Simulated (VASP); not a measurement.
# MgZrC in VASP: notebook, part 2 of 2

VASP 6.6.1.

**3. Relaxation of cell and atoms, PBE**

This run uses another cell than the first one, of 14.39 Å³/atom, 0.894 times its volume.

The input, INCAR:

```
PREC = Accurate
ENCUT = 600
EDIFF = 1E-7
ISMEAR = 0
SIGMA = 0.1
LREAL = F
LASPH = T
NELM = 80
ALGO = Normal
ISIF = 3
LWAVE = F
LCHARG = F
GGA = PE
IBRION = 2
NSW = 90
EDIFFG = -0.04
```

The input, KPOINTS:

```
Automatic mesh
0
Gamma
  6 6 6
```

The input, POSCAR:

```
MgZrC
1.0
    3.4502828100      0.0000000000      0.0000000000
    0.0000000000      3.4834426800      0.0000000000
    0.0000000000      0.0000000000      3.5907970200
Mg Zr C
1 1 1
Direct
    0.5000000000      0.5000000000      0.5000000000
    0.0000000000      0.0000000000      0.0000000000
    0.5000000000      0.5000000000      0.0000000000
```

Potentials or basis: VASP PAW PBE potentials, release 64 (Mg, Zr_sv, C).

Launch:

```console
cat potpaw_PBE.64/Mg/POTCAR potpaw_PBE.64/Zr_sv/POTCAR potpaw_PBE.64/C/POTCAR > POTCAR
mpirun -np 1 vasp_std > vasp.out
```

OUTCAR:

```text
PREC = Accurate
   ENCUT = 600
   EDIFF = 1E-7
   ISMEAR = 0
   LREAL = F
   LASPH = T
   NELM = 80
   ISIF = 3
   GGA = PE
   IBRION = 2
   NSW = 90
   EDIFFG = -0.04

 ion  position               nearest neighbor table
   1  0.500  0.500  0.500-   3 1.80   3 1.80   2 3.04   2 3.04   2 3.04   2 3.04   2 3.04   2 3.04
                             2 3.04   2 3.04
   2  0.000  0.000  0.000-   3 2.45   3 2.45   3 2.45   3 2.45   1 3.04   1 3.04   1 3.04   1 3.04
                             1 3.04   1 3.04   1 3.04   1 3.04
   3  0.500  0.500  0.000-   1 1.80   1 1.80   2 2.45   2 2.45   2 2.45   2 2.45

  LATTYP: Found a simple orthorhombic cell.
 ALAT       =     3.4502828100
 B/A-ratio  =     1.0096107687
 C/A-ratio  =     1.0407254181

  Lattice vectors:

 A1 = (   3.4502828100,   0.0000000000,   0.0000000000)
 A2 = (   0.0000000000,   3.4834426800,   0.0000000000)
 A3 = (   0.0000000000,   0.0000000000,   3.5907970200)

Analysis of symmetry for initial positions (statically):
=====================================================================
 Subroutine PRICEL returns:
 Original cell was already a primitive cell.

 Routine SETGRP: Setting up the symmetry group for a
 simple orthorhombic supercell.

 Subroutine GETGRP returns: Found  8 space group operations
 (whereof  8 operations were pure point group operations)
 out of a pool of  8 trial point group operations.

The static configuration has the point symmetry D_2h.

Analysis of symmetry for dynamics (positions and initial velocities):
=====================================================================
 Subroutine PRICEL returns:
 Original cell was already a primitive cell.

 Routine SETGRP: Setting up the symmetry group for a
 simple orthorhombic supercell.

 Subroutine GETGRP returns: Found  8 space group operations
 (whereof  8 operations were pure point group operations)
 out of a pool of  8 trial point group operations.

[... 137 lines left out ...]
  volume of cell :       43.16
 maximum number of plane-waves:      1460
 NGX is ok and might be reduce to    28
   NGX = 13   NGY = 13   NGZ = 15

--------------------------------------- Ionic step        1  -------------------------------------------

 number of electron      18.0000000 magnetization

 Free energy of the ion-electron system (eV)
  ---------------------------------------------------
  ext. energy  EPLUGINS =         0.00000000
  ---------------------------------------------------
  free energy    TOTEN  =       -18.00665981 eV

  energy without entropy =      -18.00437025  energy(sigma->0) =      -18.00551503

------------------------ aborting loop because EDIFF is reached ----------------------------------------

  FORCE on cell =-STRESS in cart. coord.  units (eV):
  Direction    XX          YY          ZZ          XY          YZ          ZX
  --------------------------------------------------------------------------------------
  -------------------------------------------------------------------------------------
  Total       -2.4052833     -2.8871735     22.6400830      0.0000000      0.0000000      0.0000000
  in kB      -89.2940678   -107.1838243    840.4935348      0.0000000      0.0000000      0.0000000
  external PRESSURE =     214.6718809 kB  Pullay stress =       0.0000000 kB
[... 209 lines left out ...]
--------------------------------------- Ionic step        7  -------------------------------------------

 number of electron      18.0000001 magnetization

 Free energy of the ion-electron system (eV)
  ---------------------------------------------------
  ext. energy  EPLUGINS =         0.00000000
  ---------------------------------------------------
  free energy    TOTEN  =       -20.21651680 eV

  energy without entropy =      -20.21154086  energy(sigma->0) =      -20.21402883

 E-fermi :   6.6087     XC(G=0): -10.5011

 val. band max:        6.5880656084   @ k =   0.3333   0.3333   0.3333
 cond. band min:       6.6363133696   @ k =   0.3333   0.3333   0.1667
 fundamental gap:      0.0482477612
 Fermi energy:         6.6086677788

 k-point     1 :       0.0000    0.0000    0.0000
  band No.  band energies     occupation
      1     -42.0550      2.00000
      2     -20.2826      2.00000
      3     -19.8582      2.00000
      4     -19.8541      2.00000
      5      -4.7010      2.00000
      6       2.6013      2.00000
      7       3.6032      2.00000
      8       5.4279      2.00000
      9       6.6985      0.20383
     10       6.7156      0.13046
     11       9.1008      0.00000
     12       9.1212      0.00000
     13       9.8522      0.00000
[... 354 lines left out ...]
  band No.  band energies     occupation
      1     -42.0035      2.00000
      2     -20.3655      2.00000
      3     -20.2197      2.00000
      4     -19.9108      2.00000
      5      -2.9456      2.00000
      6       2.1907      2.00000
      7       2.7531      2.00000
      8       3.8550      2.00000
      9       5.3157      2.00000
     10       8.1512      0.00000
     11       8.3287      0.00000
     12       9.8692      0.00000
     13      11.2931      0.00000

 [... further k-points ...]
[... 5 lines left out ...]
  --------------------------------------------------------------------------------------
  -------------------------------------------------------------------------------------
  Total        0.0334906     -0.1031941     -0.0931432      0.0000000      0.0000000      0.0000000
  in kB        1.1112786     -3.4241714     -3.0906643      0.0000000      0.0000000      0.0000000
  external PRESSURE =      -1.8011857 kB  Pullay stress =       0.0000000 kB
[... 18 lines left out ...]
  FREE ENERGIE OF THE ION-ELECTRON SYSTEM (eV)
  ---------------------------------------------------
  free  energy   TOTEN  =       -20.2165168009 eV

  energy  without entropy=      -20.2115408609  energy(sigma->0) =      -20.21402883

 reached required accuracy - stopping structural energy minimisation
```

CONTCAR:

```text
MgZrC
   1.00000000000000
     3.2666503640777633    0.0000000000000000    0.0000000000000000
     0.0000000000000000    3.2733439578887156    0.0000000000000000
     0.0000000000000000    0.0000000000000000    4.5156035776546659
  Mg              Zr              C
     1     1     1
Direct
     0.5000000000000000    0.5000000000000000    0.5000000000000000
     0.0000000000000000    0.0000000000000000    0.0000000000000000
     0.5000000000000000    0.5000000000000000    0.0000000000000000

  0.00000000E+00  0.00000000E+00  0.00000000E+00
  0.00000000E+00  0.00000000E+00  0.00000000E+00
  0.00000000E+00  0.00000000E+00  0.00000000E+00
```

Run time: 7.7 min. Hardware: 1 thread of Oxide Virtual Turin-like, shared host; peak memory 0.17 GiB.

Results:

- Free energy: -20.2165 eV
- Relaxed volume: 16.09 Å³/atom
- Relaxed cell: a = 3.267 Å, b = 3.273 Å, c = 4.516 Å, α = 90.00°, β = 90.00°, γ = 90.00°
- Space group after relaxing (to 0.05 Å): P4/mmm (No. 123)
- Energy gained by relaxing: 736.6 meV/atom
- Ionic steps: 7
- Pressure after relaxing: -0.2 GPa
- Band gap on the k mesh: zero (band 9 reaches 7.21 eV, above the bottom of band 10 at 5.10 eV)

Stress tensor (GPa, compression positive):
```
 0.11  0.00  0.00
 0.00 -0.34  0.00
 0.00  0.00 -0.31
```

The path:
```tsv
step	energy change (eV)	largest force (eV/Å)	pressure (GPa)	volume (Å³)
1	0.0000	0.0000	21.47	43.16
2	-1.9869	0.0000	-9.37	53.97
3	-2.1046	0.0000	-6.60	50.36
4	-2.1172	0.0000	-7.66	51.17
5	-2.1168	0.0000	-7.46	51.01
6	-2.1418	0.0000	7.62	46.16
7	-2.2099	0.0000	-0.18	48.28
```

Final structure:
```
Mg Zr C
1.0
     3.26665    0.00000    0.00000
     0.00000    3.27334    0.00000
     0.00000    0.00000    4.51560
Mg Zr C
1 1 1
Direct
  0.50000 0.50000 0.50000
  0.00000 0.00000 0.00000
  0.50000 0.50000 0.00000
```

Levels at points of the mesh, in eV from the Fermi level:
| k point | band 7 | band 8 | band 9 | band 10 | band 11 | band 12 |
| --- | --- | --- | --- | --- | --- | --- |
| (0.00, 0.00, 0.00) | -3.01 | -1.18 | 0.09 | 0.11 | 2.49 | 2.51 |
| (0.50, 0.00, 0.00) | -3.76 | -3.12 | -1.71 | 0.62 | 3.07 | 4.26 |
| (0.00, 0.50, 0.00) | -3.77 | -3.09 | -1.72 | 0.61 | 3.08 | 4.28 |
| (0.50, 0.50, 0.00) | -1.98 | -1.63 | -0.11 | -0.09 | -0.09 | 3.38 |
| (0.00, 0.00, 0.50) | -1.04 | 0.14 | 0.16 | 0.81 | 1.20 | 2.02 |
| (0.50, 0.00, 0.50) | -4.80 | -3.11 | -1.00 | 1.76 | 2.71 | 3.33 |
| (0.00, 0.50, 0.50) | -4.80 | -3.08 | -1.00 | 1.75 | 2.72 | 3.34 |
| (0.50, 0.50, 0.50) | -1.54 | -1.53 | -1.52 | -1.51 | 2.57 | 3.01 |

**4. Relaxation of cell and atoms, PBE**

The input, INCAR:

```
ALGO     = Normal         # electronic algorithm
EDIFF    = 1E-6           # SCF threshold, eV
EDIFFG   = -0.01          # ionic threshold
ENCUT    = 600            # plane-wave cutoff, eV
GGA      = PE             # functional
IBRION   = 2              # ionic algorithm
ISIF     = 3              # what is computed and relaxed
ISMEAR   = 0              # smearing method
LASPH    = True           # aspherical terms in the spheres
LCHARG   = False          # write CHGCAR
LREAL    = False          # projectors in reciprocal space
LWAVE    = False          # write WAVECAR
NELM     = 100            # most SCF steps
NSW      = 100            # ionic steps
PREC     = Accurate       # precision mode
SIGMA    = 0.1            # smearing width, eV
```

The input, KPOINTS:

```
k-points
0
Gamma
  14 14 10
```

The input, POSCAR:

```
MgZrC
1.0
    3.2689173066      0.0000000000      0.0000000000
    0.0000000000      3.2689173066      0.0000000000
    0.0000000000      0.0000000000      4.5123702002
Mg Zr C
1 1 1
Direct
    0.5000000000      0.5000000000      0.5000000000
    0.0000000000      0.0000000000      0.0000000000
    0.5000000000      0.5000000000      0.0000000000
```

Launch:

```console
cat potpaw_PBE.64/Mg/POTCAR potpaw_PBE.64/Zr_sv/POTCAR potpaw_PBE.64/C/POTCAR > POTCAR
mpirun -np 1 vasp_std > vasp.out
```

It took 8.5 min on 1 thread of Oxide Virtual Turin-like, shared host; peak memory 0.33 GiB.

The run converged. Its results:

- Free energy: -20.2105 eV
- Relaxed volume: 16.08 Å³/atom
- Relaxed cell: a = 3.274 Å, b = 3.274 Å, c = 4.501 Å, α = 90.00°, β = 90.00°, γ = 90.00°
- Space group after relaxing (to 0.05 Å): P4/mmm (No. 123)
- Energy gained by relaxing: 0.1 meV/atom
- Ionic steps: 4
- Pressure after relaxing: 0.0 GPa
- Band gap on the k mesh: zero (band 9 reaches 7.36 eV, above the bottom of band 10 at 5.10 eV)

The path:
```
step  energy change (eV)  largest force (eV/Å)  pressure (GPa)  volume (Å³)
   1              0.0000                0.0000            0.23        48.22
   2             -0.0002                0.0000           -0.37        48.38
   3             -0.0003                0.0000           -0.16        48.32
   4             -0.0003                0.0000           -0.03        48.25
```

Final structure:
```
Mg Zr C
1.0
     3.27400    0.00000    0.00000
     0.00000    3.27400    0.00000
     0.00000    0.00000    4.50141
Mg Zr C
1 1 1
Direct
  0.50000 0.50000 0.50000
  0.00000 0.00000 0.00000
  0.50000 0.50000 0.00000
```

Levels at points of the mesh, in eV from the Fermi level:
| k point | band 6 | band 7 | band 8 | band 9 | band 10 | band 11 | band 12 | band 13 |
| --- | --- | --- | --- | --- | --- | --- | --- | --- |
| (0.00, 0.00, 0.00) | -3.88 | -2.86 | -1.05 | 0.25 | 0.25 | 2.60 | 2.60 | 3.35 |
| (0.50, 0.00, 0.00) | -5.00 | -3.62 | -2.95 | -1.60 | 0.75 | 3.17 | 4.37 | 4.66 |
| (0.50, 0.50, 0.00) | -1.86 | -1.86 | -1.48 | -0.01 | 0.02 | 0.02 | 3.52 | 3.52 |
| (0.00, 0.00, 0.50) | -5.42 | -0.90 | 0.31 | 0.31 | 0.95 | 1.35 | 2.12 | 2.12 |
| (0.50, 0.00, 0.50) | -4.91 | -4.65 | -2.94 | -0.89 | 1.88 | 2.80 | 3.46 | 4.78 |
| (0.50, 0.50, 0.50) | -2.30 | -1.41 | -1.41 | -1.39 | -1.39 | 2.68 | 3.10 | 5.55 |

**5. Summary**

```tsv
task	cell	k mesh	cutoff (eV)	gap on the mesh (eV)	pressure (GPa)	relaxed volume (Å³/atom)
single point	a = 3.273, b = 3.273, c = 4.506 Å, 3 atoms	14 × 14 × 10	520	none	0.0	-
relaxation of cell and atoms	relaxed from a = 3.450, b = 3.483, c = 3.591 Å, 3 atoms	6 × 6 × 6	600	none	-0.2	16.09
relaxation of cell and atoms	relaxed from a = 3.269, b = 3.269, c = 4.512 Å, 3 atoms	14 × 14 × 10	600	none	0.0	16.08
```

Alike in all rows: level PBE; potentials or basis VASP PAW PBE potentials, release 64 (Mg, Zr_sv, C); no spin polarisation; smearing gaussian 0.1 eV.

Total energies depend on the potentials used, so only differences within one code and one set of settings carry meaning.
